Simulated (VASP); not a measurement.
Write the native input for VASP 6.6.1 that does the following.

```
Task                   : single point
Functional             : PBE
Potentials or basis    : VASP PAW PBE potentials, release 64 (Co, O)
Cutoff                 : 520 eV
k mesh                 : 12 × 12 × 12
Occupations            : gaussian, width 0.02 eV
Spin                   : collinear spin, ferromagnetic start
Starting moments       : [2.85, 0.26] μB
Hubbard terms          : Co d U = 3.32 eV
Dipole correction      : no
Further INCAR settings : ALGO = Normal; EDIFF = 1e-07; NBANDS = 18
```

The structure of CoO lies in POSCAR:

```
CoO
1.0
    1.4989418984      0.8654145085      2.4121645444
   -1.4989418984      0.8654145085      2.4121645444
    0.0000000000     -1.7308290171      2.4121645444
Co O
1 1
Direct
    0.0000000000      0.0000000000      0.0000000000
    0.5000000000      0.5000000000      0.5000000000
```

One way to write it, as run:

INCAR

```
SYSTEM = CoO
PREC     = Accurate       ! precision mode
ENCUT    = 520            ! plane-wave cutoff, eV
EDIFF    = 1E-7           ! SCF threshold, eV
ISMEAR   = 0              ! smearing method
SIGMA    = 0.02           ! smearing width, eV
LREAL    = .False.        ! projectors in reciprocal space
LASPH    = .True.         ! aspherical terms in the spheres
NELM     = 150            ! most SCF steps
ALGO     = Normal         ! electronic algorithm
ISIF     = 2              ! what is computed and relaxed
LWAVE    = .False.        ! write WAVECAR
LCHARG   = .True.         ! write CHGCAR
ISPIN    = 2              ! spin polarisation
MAGMOM   = 2.85 0.26      ! initial moments
LORBIT   = 11             ! projections on sites
LMAXMIX  = 4              ! l up to which the mixer works
LDAU     = .True.         ! DFT+U
LDAUTYPE = 2            
LDAUL    = 2 -1           ! shell
LDAUU    = 3.32 0         ! U, eV
LDAUJ    = 0 0          
LDAUPRINT= 1            
GGA      = PE             ! functional
LELF     = .True.         ! ELF
LVHAR    = .True.       
NBANDS   = 18             ! bands
```

KPOINTS

```
Automatic mesh
0
Gamma
  12 12 12
  0 0 0
```

Potentials or basis: VASP PAW PBE potentials, release 64 (Co, O).

The run is started by

```bash
$ cat potpaw_PBE.64/Co/POTCAR potpaw_PBE.64/O/POTCAR > POTCAR
$ mpirun -np 1 vasp_std > vasp.out
```

It gave:

```json
{"Pressure": "5.7 GPa", "Band gap on the k mesh": "zero (filled and empty bands overlap)", "Net moment": "3.00 μB per cell", "Site moments": "Co +2.73; O +0.26 μB", "Valence electrons inside the program's atomic spheres": "Co 7.85; O 5.02"}
```

Caveat: a cell with one magnetic atom can't hold antiferromagnetic order, which such compounds often take.

Run time: 2.4 min on 1 thread of Intel(R) Xeon(R) Platinum 8259CL CPU @ 2.50GHz (Skylake/Cascade Lake) (shared host), peak memory 0.23 GiB.
